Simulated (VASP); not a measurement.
K, 2 atoms in the cell. It takes space group P6_3/mmc (No. 194, hexagonal). The conventional cell has a = 3.617 Å, b = 3.617 Å, c = 5.859 Å, α = 90.00°, β = 90.00°, γ = 120.00°. K (site symmetry -6m2) has 12 K at 3.60 to 3.62 Å within 4.7 Å. This isn't the form of K at room conditions, which is bcc.

| Item | Value |
| --- | --- |
| Program | VASP 6.6.1 |
| Task | single point |
| Functional | PBE |
| Potentials or basis | VASP PAW PBE potentials, release 64 (K_sv) |
| Cutoff | 520 eV |
| k mesh | 10 × 10 × 6 |
| Occupations | fermi-dirac, width 0.08 eV |
| Spin | no spin polarisation |
| Dipole correction | no |
| Further INCAR settings | ALGO = Normal; EDIFF = 1e-06; NBANDS = 16 |

Potentials or basis: VASP PAW PBE potentials, release 64 (K_sv).

The run is started by

```bash
$ cat potpaw_PBE.64/K_sv/POTCAR > POTCAR
$ mpirun -np 1 vasp_std > vasp.out
```

Hardware: 1 thread of Intel Xeon 8259CL, on a shared host.

**Question.** How long does it take, and how much memory?

**Answer.** Run time: 41 s on 1 thread of Intel Xeon 8259CL, with other jobs on the host, peak memory 0.2 GiB. Counts: scf iterations 11, k points 56.
